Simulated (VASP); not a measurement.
# N (Pa-3) in VASP: single point with PBE+D3(BJ)

Aim: the single point of N with PBE+D3(BJ).

All numbers are computed with VASP 6.6.1; they aren't measurements. Logs are shortened: lines on timing, memory, paths and dates and some standing lists are left out, and cuts for length are marked.

## 1. The cell of the first run

The structure is cubic, space group Pa-3 (No. 205). Conventional cell: a = 5.561 Å, b = 5.561 Å, c = 5.561 Å, α = 90.00°, β = 90.00°, γ = 90.00°. Within 1.5 Å of N (site symmetry 3) lie 1 N at 1.11 Å.

## 2. Single point, PBE+D3(BJ)

Contents of INCAR:

```
SYSTEM = N
PREC     = Accurate       ! precision mode
ENCUT    = 520            ! plane-wave cutoff, eV
EDIFF    = 1E-6           ! SCF threshold, eV
ISMEAR   = 0              ! smearing method
SIGMA    = 0.1            ! smearing width, eV
LREAL    = Auto         
LASPH    = .True.         ! aspherical terms in the spheres
NELM     = 100            ! most SCF steps
ALGO     = Normal         ! electronic algorithm
ISIF     = 2              ! what is computed and relaxed
LWAVE    = .False.        ! write WAVECAR
LCHARG   = .False.        ! write CHGCAR
GGA      = PE             ! functional
IVDW     = 12             ! dispersion correction
ISYM     = 0            
NBANDS   = 54             ! bands
```

Contents of KPOINTS:

```
Automatic mesh
0
Gamma
  2 2 2
  0.5 0.5 0.5
```

Contents of POSCAR:

```
N
1.0
   -5.5605176600      5.5605176600      0.0000000000
    0.0000000000      5.5605176600     -5.5605176600
   -5.5605176600      0.0000000000     -5.5605176600
N
16
Direct
    0.5286986650      0.5286986650      0.4139040050
    0.0286986650      0.0286986650      0.9139040050
    0.0286986650      0.9139040050      0.5286986650
    0.5286986650      0.4139040050      0.0286986650
    0.9139040050      0.5286986650      0.5286986650
    0.4139040050      0.0286986650      0.0286986650
    0.5286986650      0.0286986650      0.5286986650
    0.0286986650      0.5286986650      0.0286986650
    0.9713013350      0.9713013350      0.0860959950
    0.4713013350      0.4713013350      0.5860959950
    0.4713013350      0.5860959950      0.9713013350
    0.9713013350      0.0860959950      0.4713013350
    0.5860959950      0.9713013350      0.9713013350
    0.0860959950      0.4713013350      0.4713013350
    0.9713013350      0.4713013350      0.9713013350
    0.4713013350      0.9713013350      0.4713013350
```

Potentials or basis: VASP PAW PBE potentials, release 64 (N).

Launch:

```bash
$ cat potpaw_PBE.64/N/POTCAR > POTCAR
$ mpirun -np 1 vasp_std > vasp.out
```

OUTCAR:

```text
SYSTEM = N
   PREC = Accurate
   ENCUT = 520
   EDIFF = 1E-6
   ISMEAR = 0
   LREAL = Auto
   LASPH = .True.
   NELM = 100
   ISIF = 2
   GGA = PE
   IVDW = 12
   ISYM = 0
 IVDW          = 12

 ion  position               nearest neighbor table
   1  0.529  0.529  0.414-  10 1.11
   2  0.029  0.029  0.914-   9 1.11
   3  0.029  0.914  0.529-  12 1.11
   4  0.529  0.414  0.029-  11 1.11
   5  0.914  0.529  0.529-  14 1.11
   6  0.414  0.029  0.029-  13 1.11
[... 8 lines left out ...]
  15  0.971  0.471  0.971-   8 1.11
  16  0.471  0.971  0.471-   7 1.11

IMPORTANT INFORMATION: All symmetrisations will be switched off!
NOSYMM: (Re-)initialisation of all symmetry stuff for point group C_1.

----------------------------------------------------------------------------------------

                                     Primitive cell

  volume of cell :     343.8553

  direct lattice vectors                    reciprocal lattice vectors
    -5.560517660  5.560517660  0.000000000    -0.089919686  0.089919686  0.089919686
     0.000000000  5.560517660 -5.560517660     0.089919686  0.089919686 -0.089919686
    -5.560517660  0.000000000 -5.560517660    -0.089919686 -0.089919686 -0.089919686

  length of vectors
     7.863759489  7.863759489  7.863759489     0.155745464  0.155745464  0.155745464

  position of ions in fractional coordinates (direct lattice)
     0.528698665  0.528698665  0.413904005
     0.028698665  0.028698665  0.913904005
     0.028698665  0.913904005  0.528698665
     0.528698665  0.413904005  0.028698665
     0.913904005  0.528698665  0.528698665
     0.413904005  0.028698665  0.028698665
[... 8 lines left out ...]
     0.971301335  0.471301335  0.971301335
     0.471301335  0.971301335  0.471301335

  ion indices of the primitive-cell ions
   primitive index   ion index
                 1           1
                 2           2
                 3           3
                 4           4
                 5           5
                 6           6
[... 8 lines left out ...]
                15          15
                16          16

----------------------------------------------------------------------------------------

 KPOINTS: Automatic mesh

Automatic generation of k-mesh.
 Grid dimensions read from file:
 generate k-points for:    2    2    2

 Generating k-lattice:

  Cartesian coordinates                     Fractional coordinates (reciprocal lattice)
    -0.044959843  0.044959843  0.044959843     0.500000000  0.000000000  0.000000000
     0.044959843  0.044959843 -0.044959843     0.000000000  0.500000000  0.000000000
    -0.044959843 -0.044959843 -0.044959843     0.000000000  0.000000000  0.500000000

  Length of vectors
     0.077872732  0.077872732  0.077872732

  Shift w.r.t. Gamma in fractional coordinates (k-lattice)
     0.500000000  0.500000000  0.500000000

 Subroutine IBZKPT returns following result:
 ===========================================

 Found     16 irreducible k-points:

 Following reciprocal coordinates:
            Coordinates               Weight
  0.250000  0.250000  0.250000      2.000000
  0.250000  0.000000  0.000000      2.000000
  0.000000  0.000000 -0.250000      2.000000
  0.000000  0.250000  0.000000      2.000000
 -0.250000  0.250000  0.250000      2.000000
  0.250000 -0.250000  0.250000      2.000000
[... 8 lines left out ...]
  0.000000  0.250000  0.500000      2.000000
  0.500000  0.250000  0.000000      2.000000
   k-points           NKPTS =     16   k-points in BZ     NKDIM =     16   number of bands    NBANDS=     54
   number of dos      NEDOS =    301   number of ions     NIONS =     16
   total plane-waves  NPLWV = 216000
   dimension x,y,z NGX =    60 NGY =   60 NGZ =   60
   dimension x,y,z NGXF=   120 NGYF=  120 NGZF=  120
   ions per type =              16
   NGX,Y,Z   is equivalent  to a cutoff of  12.68, 12.68, 12.68 a.u.
   NGXF,Y,Z  is equivalent  to a cutoff of  25.37, 25.37, 25.37 a.u.
 SYSTEM =  N
   PREC   = accura    normal or accurate (medium, high low for compatibility)
   ISTART =      0    job   : 0-new  1-cont  2-samecut
   ICHARG =      2    charge: 1-file 2-atom 10-const
   ISPIN  =      1    spin polarized calculation?
   LNONCOLLINEAR =      F non collinear calculations
   LSORBIT =      F    spin-orbit coupling
   LASPH  =      T    aspherical Exc in radial PAW
   ENCUT  =  520.0 eV  38.22 Ry    6.18 a.u.  14.62 14.62 14.62*2*pi/ulx,y,z
   NELM   =    100;   NELMIN=  2; NELMDL= -5     # of ELM steps
   EDIFF  = 0.1E-05   stopping-criterion for ELM
   LREAL  =      T    real-space projection
   EDIFFG = 0.1E-04   stopping-criterion for IOM
   NSW    =      0    number of steps for IOM
   IBRION =     -1    ionic relax: 0-MD 1-quasi-New 2-CG
   NFREE  =      0    steps in history (QN), initial steepest desc. (CG)
   ISIF   =      2    stress and relaxation
   ISYM   =      0    0-nonsym 1-usesym 2-fastsym
   POTIM  = 0.5000    time-step for ionic-motion
   TEBEG  =    0.0;   TEEND  =   0.0 temperature during run
   PSTRESS=    0.0 pullay stress
   NELECT =      80.0000    total number of electrons
   NUPDOWN=      -1.0000    fix difference up-down
   EMIN   =  10.00;   EMAX   =-10.00  energy-range for DOS
   EFERMI =   0.00;   METHOD = LEGACY
   ISMEAR =     0;   SIGMA  =   0.10  broadening in eV -4-tet -1-fermi 0-gaus
   EFERMI_NEDOS =   21; number of points for ismear=-14 and -15
   IALGO  =     38    algorithm
   IMIX   =      4    mixing-type and parameters
     AMIX     =   0.40;   BMIX     =  1.00
     AMIX_MAG =   1.60;   BMIX_MAG =  1.00
  volume/ion in A,a.u.               =      21.49       145.03
  Fermi-wavevector in a.u.,A,eV,Ry     =   1.006884  1.902736 13.793806  1.013816
  Thomas-Fermi vector in A             =   2.139655
   LORBIT       =      0    0 simple, 1 ext, 2 COOP (PROOUT), +10 PAW based schemes
   GGA     = PE    functional components
   LHFCALC =     F    Hartree Fock is set to
   AEXX    =    0.0000 exact exchange contribution
   IVDW    =    12    specifies the selected vdW correction
   LEPSILON=     F    determine dielectric tensor
   LRPA    =     F    only Hartree local field effects (RPA)
 non-spin polarized calculation
 Gauss-broadening in eV      SIGMA  =   0.10
  energy-cutoff  :      520.00
  volume of cell :      343.86
 maximum number of plane-waves:      9270
 NGX is ok and might be reduce to    60
   NGX = 29   NGY = 29   NGZ = 29

 number of electron      79.9999989 magnetization

 Free energy of the ion-electron system (eV)
  ---------------------------------------------------
  ext. energy  EPLUGINS =         0.00000000
  ---------------------------------------------------
  free energy    TOTEN  =      -133.19304105 eV

  energy without entropy =     -133.19304105  energy(sigma->0) =     -133.19304105

 E-fermi :  -5.7863     XC(G=0):  -6.6231

 val. band max:       -6.3404122533   @ k =  -0.2500   0.5000   0.5000
 cond. band min:       1.0109135765   @ k =   0.0000   0.2500   0.0000
 fundamental gap:      7.3513258298
 Fermi energy:        -5.7862788885

 k-point     1 :       0.2500    0.2500    0.2500
  band No.  band energies     occupation
      1     -24.6548      2.00000
      2     -24.6196      2.00000
      3     -24.6100      2.00000
      4     -24.6100      2.00000
      5     -24.6099      2.00000
      6     -24.5988      2.00000
[... 44 lines left out ...]
     51       1.8073      0.00000
     52       1.8103      0.00000

 k-point     2 :       0.2500    0.0000    0.0000
  band No.  band energies     occupation
      1     -24.6548      2.00000
      2     -24.6196      2.00000
      3     -24.6100      2.00000
      4     -24.6099      2.00000
      5     -24.6099      2.00000
      6     -24.5988      2.00000
[... 44 lines left out ...]
     51       1.8090      0.00000
     52       1.8133      0.00000

 k-point     3 :       0.0000    0.0000   -0.2500
  band No.  band energies     occupation
      1     -24.6548      2.00000
      2     -24.6196      2.00000
      3     -24.6100      2.00000
      4     -24.6099      2.00000
      5     -24.6099      2.00000
      6     -24.5988      2.00000
[... 44 lines left out ...]
     51       1.8072      0.00000
     52       1.8090      0.00000
[... 606 lines left out ...]
 k-point    15 :       0.0000    0.2500    0.5000
  band No.  band energies     occupation
      1     -24.6383      2.00000
      2     -24.6265      2.00000
      3     -24.6151      2.00000
      4     -24.6101      2.00000
      5     -24.6101      2.00000
      6     -24.6032      2.00000
[... 44 lines left out ...]
     51       1.7681      0.00000
     52       1.8157      0.00000

 k-point    16 :       0.5000    0.2500    0.0000
  band No.  band energies     occupation
      1     -24.6383      2.00000
      2     -24.6265      2.00000
      3     -24.6151      2.00000
      4     -24.6101      2.00000
      5     -24.6101      2.00000
      6     -24.6032      2.00000
[... 44 lines left out ...]
     51       1.7692      0.00000
     52       1.8106      0.00000
 [bands above 52 left out]

------------------------ aborting loop because EDIFF is reached ----------------------------------------

 Edisp (eV)   -0.93235

 E8    (eV) :    -0.2244

  FORCE on cell =-STRESS in cart. coord.  units (eV):
  Direction    XX          YY          ZZ          XY          YZ          ZX
  --------------------------------------------------------------------------------------
  -------------------------------------------------------------------------------------
  Total       3.00450     3.00450     3.00450     0.00002     0.00001    -0.00000
  in kB      13.99932    13.99935    13.99933     0.00008     0.00003    -0.00002
  external pressure =       14.00 kB  Pullay stress =        0.00 kB

 VOLUME and BASIS-vectors are now :
 -----------------------------------------------------------------------------
  energy-cutoff  :      520.00
  volume of cell :      343.86
      direct lattice vectors                 reciprocal lattice vectors
    -5.560517660  5.560517660  0.000000000    -0.089919686  0.089919686  0.089919686
     0.000000000  5.560517660 -5.560517660     0.089919686  0.089919686 -0.089919686
    -5.560517660  0.000000000 -5.560517660    -0.089919686 -0.089919686 -0.089919686

 POSITION                                       TOTAL-FORCE (eV/Angst)
 -----------------------------------------------------------------------------------
     -5.24136      5.87968     -5.24136         0.613077      0.613081      0.613078
     -5.24136      0.31916     -5.24136         0.613079      0.613077      0.613085
     -3.09942      5.24136     -8.02162        -0.613087     -0.613086      0.613085
     -3.09942      5.24136     -2.46110        -0.613080     -0.613077      0.613070
     -8.02162      8.02162     -5.87968         0.613077     -0.613079     -0.613086
     -2.46110      2.46110     -0.31916         0.613080     -0.613078     -0.613077
[... 8 lines left out ...]
    -10.80188      8.02162     -8.02162         0.613068     -0.613059      0.613064
     -5.24136      8.02162     -8.02162         0.613055     -0.613052      0.613060
 -----------------------------------------------------------------------------------
    total drift:                                0.000015     -0.000029     -0.000011

  FREE ENERGIE OF THE ION-ELECTRON SYSTEM (eV)
  ---------------------------------------------------
  free  energy   TOTEN  =      -134.1253958358 eV

  energy  without entropy=     -134.1253958358  energy(sigma->0) =     -134.12539584
```

It took 14 min on 1 thread of AMD EPYC 7R13 (Zen 3), shared host; peak memory 0.53 GiB.

Results:

```
Free energy                : -134.1254 eV
Pressure                   : 1.4 GPa
Largest force              : 1.062 eV/Å
Band gap on the k mesh     : 7.35 eV
Dispersion energy per atom : -0.058 eV
```

Forces in eV/Å, atoms in the order of the input:
```
N    0.613  0.613  0.613
N    0.613  0.613  0.613
N   -0.613 -0.613  0.613
N   -0.613 -0.613  0.613
N    0.613 -0.613 -0.613
N    0.613 -0.613 -0.613
N   -0.613  0.613 -0.613
N   -0.613  0.613 -0.613
N   -0.613 -0.613 -0.613
N   -0.613 -0.613 -0.613
N    0.613  0.613 -0.613
N    0.613  0.613 -0.613
N   -0.613  0.613  0.613
N   -0.613  0.613  0.613
N    0.613 -0.613  0.613
N    0.613 -0.613  0.613
```

Levels at points of the mesh, in eV from the valence-band top:
```csv
k point,band 38,band 39,band 40,band 41,band 42,band 43
"(0.25, 0.25, 0.25)",-0.02,-0.02,-0.01,7.35,7.39,7.39
```

Caveat: the standard files for N, O and F lose accuracy on very short bonds; forces of over 1 eV/Å act on the atoms, so gaps and moduli don't describe the material at rest.
